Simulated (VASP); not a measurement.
A run of VASP 6.6.1 is set up as follows.

INCAR

```
SYSTEM = ZnS
  PREC = Accurate
  ENCUT = 520
  EDIFF = 1E-6
  ISMEAR = 0
  SIGMA = 0.05
  LREAL = .False.
  LASPH = .True.
  NELM = 60
  ALGO = Fast
  ISIF = 2
  LWAVE = .False.
  LCHARG = .False.
  LDIPOL = .True.
  IDIPOL = 3
  DIPOL = 0.5 0.5 0.500
  GGA = PE
  IBRION = 2
  NSW = 80
  EDIFFG = -0.02
```

Contents of KPOINTS:

```
regular mesh
0
Gamma
  9 9 1
  0 0 0
```

The input POSCAR:

```
ZnS
1.0
    3.8488726992      0.0000000000      0.0000000000
   -1.9244363496      3.3332215334      0.0000000000
    0.0000000000      0.0000000000     25.2134220477
S Zn
4 4
Direct
    0.0000000000      0.0000000000      0.2974606139
    0.3333333333      0.6666666667      0.4221002361
    0.6666666667      0.3333333333      0.5467398583
    0.0000000000      0.0000000000      0.6713794806
    0.3333333333      0.6666666667      0.3286205194
    0.6666666667      0.3333333333      0.4532601417
    0.0000000000      0.0000000000      0.5778997639
    0.3333333333      0.6666666667      0.7025393861
```

Potentials or basis: VASP PAW PBE potentials, release 64 (S, Zn).

Run with:

```console
$ cat potpaw_PBE.64/S/POTCAR potpaw_PBE.64/Zn/POTCAR > POTCAR
$ mpirun -np 1 vasp_std > vasp.out
```

**Question.** Predict the band gap on the k mesh.

**Answer.** Zero (bands 36 and 37 overlap by 0.18 eV).

**Question.** Estimate the energy gained by relaxing.

**Answer.** 44.1 meV/atom.

Forces in eV/Å, atoms in the order of the input:
```
S    0.000  0.000 -0.020
S    0.000  0.000  0.008
S    0.000  0.000 -0.001
S    0.000  0.000  0.014
Zn   0.000  0.000 -0.009
Zn   0.000  0.000  0.005
Zn   0.000  0.000 -0.011
Zn   0.000  0.000  0.014
```
